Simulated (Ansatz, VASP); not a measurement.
## Two plane-wave programs on HC18N

```
C N H
1.0
     7.39800    0.00000    0.00000
    -3.69900    6.40686    0.00000
     0.00000    0.00000   12.00000
C N H
18 1 1
Direct
  0.98276 0.98500 0.11180
  0.21955 0.10341 0.11186
  0.98788 0.32018 0.08316
  0.21445 0.43346 0.08317
  0.98771 0.65550 0.08349
  0.21462 0.76897 0.08351
  0.32601 0.98584 0.08647
  0.54620 0.09911 0.07811
  0.32534 0.32700 0.08648
  0.54612 0.43435 0.07813
  0.32521 0.65657 0.07884
  0.54501 0.76636 0.07844
  0.65620 0.98939 0.07811
  0.87700 0.10282 0.08642
  0.65733 0.32251 0.07849
  0.87713 0.43253 0.07886
  0.65612 0.65408 0.07803
  0.87632 0.76099 0.08637
  0.10107 0.03709 0.21891
  0.10096 0.16505 0.25219
```

Alike in both runs: functional PBE; k mesh 2 × 2 × 1; occupations gaussian, width 0.05 eV; no spin polarisation.

Ansatz relaxed the structure, and its values are those at the end. VASP's run is a single point on that final structure, the one shown.

|  | VASP | Ansatz |
| --- | --- | --- |
| version | VASP 6.6.1 | Ansatz 0.2.0 |
| potentials or method | VASP PAW PBE potentials, release 64 (C, N, H), cutoff 520 eV | scalar-relativistic, plane waves, PAW |
| valence electrons in the cell | 78 | 78 |

VASP gave:

| Quantity | Value |
| --- | --- |
| rms of the force components (eV/Å) | 0.016 |

Problem. Estimate Ansatz's values.

Solution. rms of the force components (eV/Å): 0.003.

The k mesh is coarse, so the values compare programs but aren't converged.
